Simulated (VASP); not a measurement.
Runs of VASP 6.6.1 on SnO. The structure is that of space group P4/nmm (No. 129), or close to it. The cells are those of the table. 

```tsv
cell	gap on the mesh (eV)	pressure (GPa)	largest force (eV/Å)
a = 3.926, b = 3.926, c = 4.991 Å, 4 atoms	0.64	-1.4	0.02
a = 3.810, b = 3.810, c = 4.991 Å, 4 atoms	0.35	4.4	(a)
a = 3.810, b = 3.810, c = 5.067 Å, 4 atoms	0.36	(d)	(b)
a = 3.984, b = 3.984, c = 4.991 Å, 4 atoms	0.76	-3.6	0.27
a = 3.926, b = 3.926, c = 5.143 Å, 4 atoms	0.64	-3.2	0.48
a = 3.868, b = 3.868, c = 4.915 Å, 4 atoms	(c)	2.4	0.62
a = 3.926, b = 3.926, c = 5.219 Å, 4 atoms	0.64	-4.0	0.73
a = 3.984, b = 3.984, c = 5.143 Å, 4 atoms	0.76	-5.2	0.73
```

Alike in all rows: task single point; level PBE; potentials or basis VASP PAW PBE potentials, release 64 (Sn_d, O); no spin polarisation; k mesh 10 × 10 × 8; cutoff (eV) 520; smearing gaussian 0.05 eV.

Fill in the values left out.

(a) 0.72; (b) 0.42; (c) 0.50; (d) 3.1.

Caveats: spin-orbit coupling is left out, which moves the levels of the heavy elements.

A k mesh can miss the band edges, and the runs leave out spin-orbit coupling on Sn.
